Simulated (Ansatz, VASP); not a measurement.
# Ni3Ge in VASP and in Ansatz

INCAR

```
SYSTEM = Ni3Ge
PREC = Accurate ; ENCUT = 600
EDIFF = 1E-6 ; ISMEAR = -1
SIGMA = 0.05 ; LREAL = .False.
LASPH = .True. ; NELM = 120
ALGO = Normal ; ISIF = 2
LWAVE = .False. ; LCHARG = .False.
NBANDS = 30 ; GGA_COMPAT = .False.
```

The input KPOINTS:

```
regular mesh
0
Gamma
  8 8 8
  0 0 0
```

POSCAR

```
Ni3Ge
1.0
    3.4582662500      0.0000000000      0.0000000000
    0.0000000000      3.4582662500      0.0000000000
    0.0000000000      0.0000000000      3.4582662500
Ni Ge
3 1
Direct
    0.5000000000      0.0000000000      0.5000000000
    0.0000000000      0.5000000000      0.5000000000
    0.5000000000      0.5000000000      0.0000000000
    0.0000000000      0.0000000000      0.0000000000
```

Input for Ansatz:

```yaml
crystal:
  lattice:
    - [3.45826625, 0.0, 0.0]
    - [0.0, 3.45826625, 0.0]
    - [0.0, 0.0, 3.45826625]
  atoms:
    - { symbol: Ni, position: [0.5, 0.0, 0.5] }
    - { symbol: Ni, position: [0.0, 0.5, 0.5] }
    - { symbol: Ni, position: [0.5, 0.5, 0.0] }
    - { symbol: Ge, position: [0.0, 0.0, 0.0] }
kpoints:
  mp_grid: { grid: [8, 8, 8] }
scf:
  occupations: { method: fermi_dirac, width: 0.05 }
  lower_state_search: "off"
hamiltonian:
  xc: lda
  pseudopotentials: { kind: paw }
output:
  forces: true
  stress: true
  eigenvalues: true
```

Change from the starting cell: volume scaled by 0.94, no spin polarisation, PAW files.

Alike in both runs: task single point; functional LDA; k mesh 8 × 8 × 8; occupations fermi-dirac, width 0.05 eV; no spin polarisation.

|  | VASP | Ansatz |
| --- | --- | --- |
| version | VASP 6.6.1 | Ansatz 0.2.0 |
| potentials or method | VASP PAW LDA potentials, release 64 (Ni, Ge_d) | PAW with Ansatz's default frozen-core files, scalar-relativistic |
| plane-wave cutoff (eV) | 600 | 420 |
| valence electrons in the cell | 44 | 68 |

|  | VASP | Ansatz | Ansatz less VASP |
| --- | --- | --- | --- |
| pressure (GPa) | 7.0 | 6.7 | -0.33 |

LDA's correlation is that of Perdew and Zunger in VASP and of Perdew and Wang (1992) in Ansatz. VASP's potentials hold 44 valence electrons a cell and Ansatz's 68, so a difference there can come from the potentials and not from the codes.
